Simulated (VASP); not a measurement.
Input of a VASP 6.6.1 run:

INCAR

```
SYSTEM = SnO
ALGO = Normal
EDIFF = 1E-7
EDIFFG = -0.03
ENCUT = 600
GGA = PS
GGA_COMPAT = .False.
IBRION = 2
ISIF = 3
ISMEAR = 0
LASPH = .True.
LCHARG = .False.
LREAL = .False.
LWAVE = .False.
NELM = 120
NELMIN = 4
NSW = 80
PREC = Accurate
PSTRESS = 80.0
SIGMA = 0.01
```

The input KPOINTS:

```
k-points
0
Gamma
  6 4 6
  0 0 0
```

POSCAR

```
SnO
1.0
    3.3550050000      0.0000000000      0.0000000000
    0.0000000000      5.6741040000      0.0000000000
    0.0000000000      0.0000000000      4.2219700000
Sn O
2 2
Direct
    0.0000000000      0.2319090000      0.5131440000
    0.5000000000      0.7680910000      0.0131440000
    0.0000000000      0.8912500000      0.7368570000
    0.5000000000      0.1087500000      0.2368570000
```

Potentials or basis: VASP PAW PBE potentials, release 64 (Sn_d, O).

Run with:

```bash
$ cat potpaw_PBE.64/Sn_d/POTCAR potpaw_PBE.64/O/POTCAR > POTCAR
$ mpirun -np 1 vasp_std > vasp.out
```

Estimate the space group after relaxing (to 0.1 Å).

Pmn2_1 (No. 31).

Estimate the relaxed volume.

14.97 Å³/atom.

Estimate the band gap on the k mesh.

0.69 eV (least direct gap 1.26 eV).

Estimate the relaxed cell.

a = 3.244 Å, b = 5.465 Å, c = 3.378 Å, α = 90.00°, β = 90.00°, γ = 90.00°.

Final structure:
```xyz
4
Lattice="3.2442 0.0000 0.0000 0.0000 5.4647 0.0000 0.0000 0.0000 3.3781" Properties=species:S:1:pos:R:3 pbc="T T T"
Sn    0.0000    1.3841    1.9090
Sn    1.6221    4.0807    0.2199
O     0.0000    4.7572    2.3136
O     1.6221    0.7076    0.6246
```

Caveat: the cell is relaxed towards a set pressure, so the run minimises the enthalpy, not the energy; the volume moved by over 15 % at a fixed basis, so the end points are rough; semilocal functionals underestimate gaps, and a narrow one can read as zero; the PAW data sets were made with another functional, which shifts forces and pressure a little; spin-orbit coupling is left out, which moves the levels of the heavy elements. A k mesh can miss the band edges.
